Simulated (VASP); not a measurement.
Runs of VASP 6.6.1 on HgTe. The structure is that of space group F-43m (No. 216), or close to it. The cells are those of the table. 

```tsv
level	cell	cutoff (eV)	gap on the mesh (eV)	pressure (GPa)
PBE	a = 4.609 Å, angles 60.0°, 2 atoms	500	none	2.5
r2SCAN	a = 4.557 Å, angles 60.0°, 2 atoms	550	none	2.9
r2SCAN	a = 4.743 Å, angles 60.0°, 2 atoms	550	none	(a)
PBE	a = 4.797 Å, angles 60.0°, 2 atoms	500	none	-1.7
r2SCAN	a = 4.698 Å, angles 60.0°, 2 atoms	550	none	-1.1
PBE	a = 4.657 Å, angles 60.0°, 2 atoms	500	none	1.2
r2SCAN	a = 4.605 Å, angles 60.0°, 2 atoms	550	none	(c)
PBE	a = 4.751 Å, angles 60.0°, 2 atoms	500	none	-0.9
PBE	a = 4.705 Å, angles 60.0°, 2 atoms	500	none	(b)
r2SCAN	a = 4.652 Å, angles 60.0°, 2 atoms	550	none	0.0
```

Alike in all rows: task single point; potentials or basis VASP PAW PBE potentials, release 64 (Hg, Te); no spin polarisation; k mesh 6 × 6 × 6; smearing fermi-dirac 0.02 eV.

Q: Fill in the values left out.

A: (a) -2.0; (b) 0.1; (c) 1.3.

Caveats: semilocal functionals underestimate gaps, so a narrow gap can read as zero; spin-orbit coupling is left out, which moves the levels of the heavy elements; the PAW data sets were made with another functional, which shifts forces and pressure a little (at least some runs).

A k mesh can miss the band edges, and the runs leave out spin-orbit coupling on Hg, Te.

A gap of «none» marks levels without a gap at the run's occupations.
